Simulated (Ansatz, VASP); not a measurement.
**Two plane-wave programs on NiO**

```
CELL_PARAMETERS angstrom
0.00000 2.05806 2.16096
2.05806 0.00000 2.16096
2.05806 2.05806 0.00000
ATOMIC_POSITIONS crystal
Ni 0.00000 0.00000 0.00000
O 0.50000 0.50000 0.50000
```

Change from the starting cell: strain +0.000 along x and y, +0.050 along z, atoms carried along.

Alike in both runs: task single point; functional PBEsol; k mesh 26 × 26 × 26; occupations gaussian, width 0.15 eV; collinear spin.

|  | VASP | Ansatz |
| --- | --- | --- |
| version | VASP 6.6.1 | Ansatz 0.2.0 |
| potentials or method | VASP PAW PBE potentials, release 64 (Ni, O), cutoff 520 eV | scalar-relativistic, plane waves, PAW |
| valence electrons in the cell | 16 | 24 |

|  | VASP | Ansatz | Ansatz less VASP |
| --- | --- | --- | --- |
| gap on the k mesh at the Fermi level (eV) | none | none | - |
| pressure (GPa) | -8.1 | -7.7 | +0.34 |
| traceless stress, the component that is largest in VASP (GPa) | -1.63 | -1.48 | +0.151 |
| net moment per atom (μB) | 0.71 | 0.74 | +0.032 |
| size of the moment on the site where the two differ most (μB) | 0.20 | 0.23 | +0.024 |

VASP's potentials were made for PBE, not for PBEsol. Site moments also hang on the region over which each program counts them. A gap of «none» marks a metal or a gap that the smearing closes. VASP's potentials hold 16 valence electrons a cell and Ansatz's 24, so a difference there can come from the potentials and not from the codes.
